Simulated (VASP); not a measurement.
Input of a VASP 6.6.1 run:

File INCAR:

```
SYSTEM = B
  ALGO = Normal
  EDIFF = 1E-7
  ENCUT = 520
  ISIF = 2
  ISMEAR = -1
  LASPH = .True.
  LCHARG = .True.
  LELF = .True.
  LREAL = .False.
  LVHAR = .True.
  LWAVE = .False.
  NBANDS = 8
  NELM = 80
  PREC = Accurate
  SIGMA = 0.1
```

The input KPOINTS:

```
k-points
0
Gamma
  18 18 18
  0 0 0
```

POSCAR

```
B
1.0
   -1.1405651840      1.1405651840      1.1405651840
    1.1405651840     -1.1405651840      1.1405651840
    1.1405651840      1.1405651840     -1.1405651840
B
1
Direct
    0.0000000000      0.0000000000      0.0000000000
```

Potentials or basis: VASP PAW LDA potentials, release 64 (B).

Command:

```sh
$ cat potpaw_LDA.64/B/POTCAR > POTCAR
$ mpirun -np 1 vasp_std > vasp.out
```

Predict the pressure.

0.3 GPa.
